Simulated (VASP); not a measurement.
# CoPdO2 (R-3m) in VASP: further runs

The runs below take CoPdO2 through relaxation of shape and atoms at fixed volume, with revPBE+D3(BJ)+U, RPBE+D4+U.

Program: VASP 6.6.1. These are calculated values, not measurements. Logs are shortened: lines on timing, memory, paths and dates and some standing lists are left out, and cuts for length are marked.

### Step 1. The cell of the first run

It takes space group R-3m (No. 166, trigonal). The conventional cell has a = 2.816 Å, b = 2.816 Å, c = 17.693 Å, α = 90.00°, β = 90.00°, γ = 120.00°. Within 2.5 Å of Co (site symmetry -3m) lie 6 O at 1.89 Å. Within 2.6 Å of Pd (site symmetry -3m) lie 2 O at 1.98 Å. O (site symmetry 3m) has 3 Co at 1.89 Å and 1 Pd at 1.98 Å and 3 O at 2.53 Å within 2.6 Å.

### Step 2. Relaxation of shape and atoms at fixed volume, revPBE+D3(BJ)+U, collinear spin, zero start (10.13 Å³/atom)

The input, INCAR:

```
ALGO = Fast
EDIFF = 1E-7
EDIFFG = -0.01
ENCUT = 600
GGA = RE
IBRION = 2
ISIF = 4
ISMEAR = 0
ISPIN = 2
IVDW = 12
LASPH = T
LCHARG = F
LDAU = T
LDAUJ = 0 0 0
LDAUL = 2 -1 -1
LDAUPRINT = 1
LDAUTYPE = 2
LDAUU = 3.3 0 0
LMAXMIX = 4
LORBIT = 11
LREAL = F
LWAVE = F
MAGMOM = 0 0 0 0
NELM = 150
NSW = 60
PREC = Accurate
SIGMA = 0.05
```

The input, KPOINTS:

```
k-points
0
Gamma
  10 10 10
```

The input, POSCAR:

```
CoPdO2
1.0
    1.4080081692      0.8129138957      5.8976034778
   -1.4080081692      0.8129138957      5.8976034778
    0.0000000000     -1.6258277909      5.8976034778
Co Pd O
1 1 2
Direct
    0.5000000000      0.5000000000      0.5000000000
    0.0000000000      0.0000000000      0.0000000000
    0.1118387197      0.1118387197      0.1118387197
    0.8881612803      0.8881612803      0.8881612803
```

Potentials or basis: VASP PAW PBE potentials, release 64 (Co, Pd, O).

Run with:

```bash
> cat potpaw_PBE.64/Co/POTCAR potpaw_PBE.64/Pd/POTCAR potpaw_PBE.64/O/POTCAR > POTCAR
> mpirun -np 1 vasp_std > vasp.out
```

OUTCAR:

```text
EDIFF = 1E-7
   EDIFFG = -0.01
   ENCUT = 600
   GGA = RE
   IBRION = 2
   ISIF = 4
   ISMEAR = 0
   ISPIN = 2
   IVDW = 12
   LASPH = T
   LORBIT = 11
   LREAL = F
   NELM = 150
   NSW = 60
   PREC = Accurate
 IVDW          = 12

 ion  position               nearest neighbor table
   1  0.500  0.500  0.500-   3 1.89   3 1.89   4 1.89   4 1.89   3 1.89   4 1.89
   2  0.000  0.000  0.000-   3 1.98   4 1.98
   3  0.112  0.112  0.112-   1 1.89   1 1.89   1 1.89   2 1.98
   4  0.888  0.888  0.888-   1 1.89   1 1.89   1 1.89   2 1.98

  LATTYP: Found a trigonal (rhomboedric) cell.
 ALAT       =     6.1176010648
 COS(alpha) =     0.8940555918

  Lattice vectors:

 A1 = (   1.4080081692,   0.8129138957,   5.8976034778)
 A2 = (  -1.4080081692,   0.8129138957,   5.8976034778)
 A3 = (   0.0000000000,  -1.6258277909,   5.8976034778)

Analysis of symmetry for initial positions (statically):
=====================================================================
 Subroutine PRICEL returns:
 Original cell was already a primitive cell.

 Routine SETGRP: Setting up the symmetry group for a
 trigonal (rhombohedral) supercell.

 Subroutine GETGRP returns: Found 12 space group operations
 (whereof 12 operations were pure point group operations)
 out of a pool of 12 trial point group operations.

The static configuration has the point symmetry D_3d.

Analysis of symmetry for dynamics (positions and initial velocities):
=====================================================================
 Subroutine PRICEL returns:
 Original cell was already a primitive cell.

 Routine SETGRP: Setting up the symmetry group for a
 trigonal (rhombohedral) supercell.

 Subroutine GETGRP returns: Found 12 space group operations
 (whereof 12 operations were pure point group operations)
 out of a pool of 12 trial point group operations.

The dynamic configuration has the point symmetry D_3d.

Analysis of structural, dynamic, and magnetic symmetry:
=====================================================================
 Subroutine PRICEL returns:
 Original cell was already a primitive cell.

 Routine SETGRP: Setting up the symmetry group for a
 trigonal (rhombohedral) supercell.

 Subroutine GETGRP returns: Found 12 space group operations
 (whereof 12 operations were pure point group operations)
 out of a pool of 12 trial point group operations.

The overall configuration has the point symmetry D_3d.

 Subroutine INISYM returns: Found 12 space group operations
 (whereof 12 operations are pure point group operations),
 and found     1 'primitive' translations

----------------------------------------------------------------------------------------

                                     Primitive cell

  volume of cell :      40.5020

  direct lattice vectors                    reciprocal lattice vectors
     1.408008169  0.812913896  5.897603478     0.355111576  0.205023764  0.056520133
    -1.408008169  0.812913896  5.897603478    -0.355111576  0.205023764  0.056520133
     0.000000000 -1.625827791  5.897603478     0.000000000 -0.410047528  0.056520133

  length of vectors
     6.117601065  6.117601065  6.117601065     0.413924511  0.413924511  0.413924511

  position of ions in fractional coordinates (direct lattice)
     0.500000000  0.500000000  0.500000000
     0.000000000  0.000000000  0.000000000
     0.111838720  0.111838720  0.111838720
     0.888161280  0.888161280  0.888161280

  ion indices of the primitive-cell ions
   primitive index   ion index
                 1           1
                 2           2
                 3           3
[... 63 lines left out ...]
 SYSTEM =  unknown system
   PREC   = accura    normal or accurate (medium, high low for compatibility)
   ISTART =      0    job   : 0-new  1-cont  2-samecut
   ICHARG =      2    charge: 1-file 2-atom 10-const
   ISPIN  =      2    spin polarized calculation?
   LNONCOLLINEAR =      F non collinear calculations
   LSORBIT =      F    spin-orbit coupling
   LASPH  =      T    aspherical Exc in radial PAW
   ENCUT  =  600.0 eV  44.10 Ry    6.64 a.u.  12.22 12.22 12.22*2*pi/ulx,y,z
   NELM   =    150;   NELMIN=  2; NELMDL= -5     # of ELM steps
   EDIFF  = 0.1E-06   stopping-criterion for ELM
   LREAL  =      F    real-space projection
   EDIFFG = -.1E-01   stopping-criterion for IOM
   NSW    =     60    number of steps for IOM
   IBRION =      2    ionic relax: 0-MD 1-quasi-New 2-CG
   NFREE  =      1    steps in history (QN), initial steepest desc. (CG)
   ISIF   =      4    stress and relaxation
   ISYM   =      2    0-nonsym 1-usesym 2-fastsym
   POTIM  = 0.5000    time-step for ionic-motion
   TEBEG  =    0.0;   TEEND  =   0.0 temperature during run
   PSTRESS=    0.0 pullay stress
   NELECT =      31.0000    total number of electrons
   NUPDOWN=      -1.0000    fix difference up-down
   EMIN   =  10.00;   EMAX   =-10.00  energy-range for DOS
   EFERMI =   0.00;   METHOD = LEGACY
   ISMEAR =     0;   SIGMA  =   0.05  broadening in eV -4-tet -1-fermi 0-gaus
   EFERMI_NEDOS =   21; number of points for ismear=-14 and -15
   IALGO  =     68    algorithm
   IMIX   =      4    mixing-type and parameters
     AMIX     =   0.40;   BMIX     =  1.00
     AMIX_MAG =   1.60;   BMIX_MAG =  1.00
  volume/ion in A,a.u.               =      10.13        68.33
  Fermi-wavevector in a.u.,A,eV,Ry     =   1.497511  2.829885 30.511578  2.242538
  Thomas-Fermi vector in A             =   2.609389
   LORBIT       =     11    0 simple, 1 ext, 2 COOP (PROOUT), +10 PAW based schemes
 LDA+U is selected, type is set to LDAUTYPE =  2
   angular momentum for each species LDAUL =     2   -1   -1
   U (eV)           for each species LDAUU =   3.3  0.0  0.0
   J (eV)           for each species LDAUJ =   0.0  0.0  0.0
   GGA     = RE    functional components
   LHFCALC =     F    Hartree Fock is set to
   AEXX    =    0.0000 exact exchange contribution
   IVDW    =    12    specifies the selected vdW correction
   LEPSILON=     F    determine dielectric tensor
   LRPA    =     F    only Hartree local field effects (RPA)
 conjugate gradient relaxation of ions
 spin polarized calculation
 RMM-DIIS sequential band-by-band and
 Gauss-broadening in eV      SIGMA  =   0.05
  energy-cutoff  :      600.00
  volume of cell :       40.50
 maximum number of plane-waves:      1374
 NGX is ok and might be reduce to    50
   NGX = 25   NGY = 25   NGZ = 25

--------------------------------------- Ionic step        1  -------------------------------------------

 number of electron      30.9999994 magnetization      -0.0000042

 number of electron      30.9999994 magnetization       0.0000033

 Free energy of the ion-electron system (eV)
  ---------------------------------------------------
  ext. energy  EPLUGINS =         0.00000000
  ---------------------------------------------------
  free energy    TOTEN  =       -21.76813870 eV

  energy without entropy =      -21.76491121  energy(sigma->0) =      -21.76652495

------------------------ aborting loop because EDIFF is reached ----------------------------------------

 Edisp (eV)   -2.30880

 E8    (eV) :    -1.5364
[... 111 lines left out ...]
  FREE ENERGIE OF THE ION-ELECTRON SYSTEM (eV)
  ---------------------------------------------------
  free  energy   TOTEN  =       -24.0781082683 eV

  energy  without entropy=      -24.0747837195  energy(sigma->0) =      -24.07644599

atom =   1  type =  1  l = 2

 onsite density matrix

spin component  1

  0.7825 -0.0000  0.0000  0.2643  0.0000
 -0.0000  0.5860  0.0000 -0.0000  0.2643
  0.0000  0.0000  0.9691  0.0000  0.0000
  0.2643 -0.0000  0.0000  0.5860 -0.0000
  0.0000  0.2643  0.0000 -0.0000  0.7825

spin component  2

  0.7825  0.0000  0.0000  0.2643  0.0000
  0.0000  0.5860  0.0000 -0.0000  0.2643
  0.0000  0.0000  0.9691  0.0000  0.0000
  0.2643 -0.0000  0.0000  0.5860 -0.0000
  0.0000  0.2643  0.0000 -0.0000  0.7825

 occupancies and eigenvectors

  o =  0.4023  v =  0.0000  0.0000  0.0000  0.0000  0.0000 -0.5708  0.0000  0.0000  0.8211  0.0000      0.0000  0.0000  0.0000  0.0000  0.0000  0.0000  0.0000  0.0000  0.0000  0.0000
  o =  0.4023  v =  0.0000  0.0000  0.0000  0.0000  0.0000  0.0000  0.8211 -0.0000  0.0000 -0.5708      0.0000  0.0000  0.0000  0.0000  0.0000  0.0000  0.0000  0.0000  0.0000  0.0000
  o =  0.4023  v =  0.5708  0.0000 -0.0000 -0.8211 -0.0000  0.0000  0.0000  0.0000  0.0000  0.0000      0.0000  0.0000  0.0000  0.0000  0.0000  0.0000  0.0000  0.0000  0.0000  0.0000
  o =  0.4023  v =  0.0000  0.8211 -0.0000  0.0000 -0.5708  0.0000  0.0000  0.0000  0.0000  0.0000      0.0000  0.0000  0.0000  0.0000  0.0000  0.0000  0.0000  0.0000  0.0000  0.0000
  o =  0.9662  v =  0.0000 -0.5708  0.0000  0.0000 -0.8211  0.0000  0.0000  0.0000  0.0000  0.0000      0.0000  0.0000  0.0000  0.0000  0.0000  0.0000  0.0000  0.0000  0.0000  0.0000
  o =  0.9662  v = -0.8211  0.0000 -0.0000 -0.5708 -0.0000  0.0000  0.0000  0.0000  0.0000  0.0000      0.0000  0.0000  0.0000  0.0000  0.0000  0.0000  0.0000  0.0000  0.0000  0.0000
  o =  0.9662  v =  0.0000  0.0000  0.0000  0.0000  0.0000  0.0000 -0.5708  0.0000  0.0000 -0.8211      0.0000  0.0000  0.0000  0.0000  0.0000  0.0000  0.0000  0.0000  0.0000  0.0000
  o =  0.9662  v =  0.0000  0.0000  0.0000  0.0000  0.0000 -0.8211  0.0000 -0.0000 -0.5708 -0.0000      0.0000  0.0000  0.0000  0.0000  0.0000  0.0000  0.0000  0.0000  0.0000  0.0000
  o =  0.9691  v =  0.0000  0.0000  0.0000  0.0000  0.0000  0.0000 -0.0000 -1.0000  0.0000 -0.0000      0.0000  0.0000  0.0000  0.0000  0.0000  0.0000  0.0000  0.0000  0.0000  0.0000
  o =  0.9691  v =  0.0000  0.0000  1.0000  0.0000  0.0000  0.0000  0.0000  0.0000  0.0000  0.0000      0.0000  0.0000  0.0000  0.0000  0.0000  0.0000  0.0000  0.0000  0.0000  0.0000

--------------------------------------- Ionic step        4  -------------------------------------------

 number of electron      30.9999994 magnetization       0.0000003

 Free energy of the ion-electron system (eV)
  ---------------------------------------------------
  ext. energy  EPLUGINS =         0.00000000
  ---------------------------------------------------
  free energy    TOTEN  =       -21.76902600 eV

  energy without entropy =      -21.76569097  energy(sigma->0) =      -21.76735848

 E-fermi :   8.0829     XC(G=0): -12.4297

 val. band max:        8.0793543292   @ k =  -0.3000  -0.3000   0.1000
 cond. band min:       8.0879515404   @ k =  -0.4000   0.3000   0.2000
 fundamental gap:      0.0085972112
 Fermi energy:         8.0829138201

 spin component 1

 k-point     1 :       0.0000    0.0000    0.0000
  band No.  band energies     occupation
      1     -12.8624      1.00000
      2     -11.0005      1.00000
      3      -0.6878      1.00000
      4       2.1404      1.00000
      5       2.1404      1.00000
      6       2.8593      1.00000
[... 1086 lines left out ...]
  FREE ENERGIE OF THE ION-ELECTRON SYSTEM (eV)
  ---------------------------------------------------
  free  energy   TOTEN  =       -24.0782892025 eV

  energy  without entropy=      -24.0749541703  energy(sigma->0) =      -24.07662169

 reached required accuracy - stopping structural energy minimisation

 total charge

# of ion       s       p       d       tot
------------------------------------------
    1        0.439   0.685   7.374   8.499
    2        0.493   0.491   8.463   9.447
    3        1.558   3.474   0.000   5.032
    4        1.558   3.474   0.000   5.032
--------------------------------------------------
tot          4.048   8.124  15.837  28.009

 magnetization (x)

# of ion       s       p       d       tot
------------------------------------------
    1        0.000   0.000  -0.000   0.000
    2        0.000   0.000   0.000   0.000
    3        0.000   0.000   0.000   0.000
    4        0.000   0.000   0.000   0.000
--------------------------------------------------
tot          0.000   0.000   0.000   0.000
```

It took 74 min on 1 thread of Oxide Virtual Turin-like, shared host; peak memory 0.57 GiB.

Results:

* Free energy: -24.0783 eV
* Energy gained by relaxing: 0.3 meV/atom
* Ionic steps: 4
* Pressure after relaxing: 2.5 GPa
* Net moment: 0.00 μB per cell
* Valence electrons inside the program's atomic spheres: Co 8.50; Pd 9.45; O 5.03
* Dispersion energy per atom: -0.577 eV

Step by step:
```csv
step,energy change (eV),largest force (eV/Å),pressure (GPa),volume (Å³)
1,0.0000,0.0317,2.87,40.50
2,-0.0009,0.1039,2.51,40.50
3,-0.0012,0.0631,2.63,40.50
4,-0.0014,0.0004,2.48,40.50
```

Final structure:
```
CELL_PARAMETERS angstrom
1.40492 0.81113 5.92358
-1.40492 0.81113 5.92358
0.00000 -1.62226 5.92358
ATOMIC_POSITIONS crystal
Co 0.50000 0.50000 0.50000
Pd 0.00000 0.00000 0.00000
O 0.11175 0.11175 0.11175
O 0.88825 0.88825 0.88825
```

Levels at points of the mesh, in eV from the Fermi level:
Spin up:
```
           k point  band 13  band 14  band 15  band 16  band 17  band 18  band 19
(0.00, 0.00, 0.00)    -2.58    -2.17    -1.51    -1.51     2.40     2.40     3.15
(0.50, 0.00, 0.00)    -1.88    -1.31    -0.33     0.91     1.77     2.06     3.61
(0.50, 0.50, 0.00)    -1.78    -1.72    -0.33     0.38     2.36     2.38     3.63
(0.50, 0.50, 0.50)    -2.63    -1.60    -0.70    -0.70     2.12     2.12     4.38
```
Spin down:
| k point | band 14 | band 15 | band 16 | band 17 | band 18 | band 19 |
| --- | --- | --- | --- | --- | --- | --- |
| (0.00, 0.00, 0.00) | -2.17 | -1.51 | -1.51 | 2.40 | 2.40 | 3.15 |
| (0.50, 0.00, 0.00) | -1.31 | -0.33 | 0.91 | 1.77 | 2.06 | 3.61 |
| (0.50, 0.50, 0.00) | -1.72 | -0.33 | 0.38 | 2.36 | 2.38 | 3.63 |
| (0.50, 0.50, 0.50) | -1.60 | -0.70 | -0.70 | 2.12 | 2.12 | 4.38 |

Eigenvalues of the final occupation matrices:
```tsv
site	spin	trace	eigenvalues
site 1 d	1	3.71	0.40 0.40 0.97 0.97 0.97
site 1 d	2	3.71	0.40 0.40 0.97 0.97 0.97
```

Caveat: no moment was typed at the start, so none could form; the PAW data sets were made with another functional, which shifts forces and pressure a little.

[end of part 1 of 2]
